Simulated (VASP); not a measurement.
# AlN: relaxation of cell and atoms with PBEsol

Crystal: AlN.

```
CELL_PARAMETERS angstrom
0.00000 2.18399 2.18399
2.18399 0.00000 2.18399
2.18399 2.18399 0.00000
ATOMIC_POSITIONS crystal
Al 0.00000 0.00000 0.00000
N 0.25000 0.25000 0.25000
```

```yaml
Program: VASP 6.6.1
Task: relaxation of cell and atoms
Functional: PBEsol
Potentials_or_basis: VASP PAW PBE potentials, release 64 (Al, N)
Cutoff: 600 eV
k_mesh: 10 × 10 × 10
Occupations: fermi-dirac, width 0.05 eV
Spin: no spin polarisation
Target_pressure: 30 GPa
Dipole_correction: no
Further_INCAR_settings: ALGO = Normal; EDIFF = 1e-06; IBRION = 2; EDIFFG = -0.01; NSW = 60; ISIF = 3
```

The relaxed volume is 9.31 Å³/atom and the relaxed cell is a = 2.975 Å, b = 2.975 Å, c = 2.975 Å, α = 60.00°, β = 60.00°, γ = 60.00°. The space group after relaxing (to 0.05 Å) is F-43m (No. 216), the energy change on relaxing (the enthalpy is what falls) is +98.8 meV/atom and the ionic steps are 7. The pressure after relaxing is 30.0 GPa. The band gap on the k mesh is 3.23 eV, indirect (least direct gap 5.14 eV).

Step by step:
| step | energy change (eV) | largest force (eV/Å) | pressure (GPa) | volume (Å³) |
| --- | --- | --- | --- | --- |
| 1 | 0.0000 | 0.0000 | 1.21 | 20.83 |
| 2 | 1.3359 | 0.0000 | 102.84 | 15.68 |
| 3 | 0.1791 | 0.0000 | 28.32 | 18.73 |
| 4 | 0.1948 | 0.0000 | 29.75 | 18.64 |
| 5 | 0.2027 | 0.0000 | 30.45 | 18.60 |
| 6 | 0.1910 | 0.0000 | 29.41 | 18.66 |
| 7 | 0.1976 | 0.0000 | 30.00 | 18.63 |

Final structure:
```
Al N
1.0
     0.00000    2.10395    2.10395
     2.10395    0.00000    2.10395
     2.10395    2.10395    0.00000
Al N
1 1
Direct
  0.00000 0.00000 0.00000
  0.25000 0.25000 0.25000
```

Levels at points of the mesh, in eV from the valence-band top:
| k point | band 1 | band 2 | band 3 | band 4 | band 5 | band 6 | band 7 | band 8 |
| --- | --- | --- | --- | --- | --- | --- | --- | --- |
| (0.00, 0.00, 0.00) | -15.64 | 0.00 | 0.00 | 0.00 | 5.16 | 13.61 | 13.61 | 13.61 |
| (0.50, 0.00, 0.00) | -13.20 | -6.41 | -0.49 | -0.49 | 8.32 | 10.54 | 11.74 | 11.74 |
| (0.50, 0.50, 0.00) | -12.44 | -5.31 | -1.90 | -1.90 | 3.23 | 9.15 | 15.49 | 17.05 |

Wall time 34 s on 1 thread of Intel(R) Xeon(R) Platinum 8488C (Sapphire Rapids), with other jobs on the host, peak memory 0.15 GiB.

Caveat: the cell is relaxed towards a set pressure, so the enthalpy falls and the energy may rise; the PAW data sets were made with another functional, which shifts forces and pressure a little. Expect the measured gap to be larger: semilocal functionals such as PBEsol lack the derivative discontinuity.
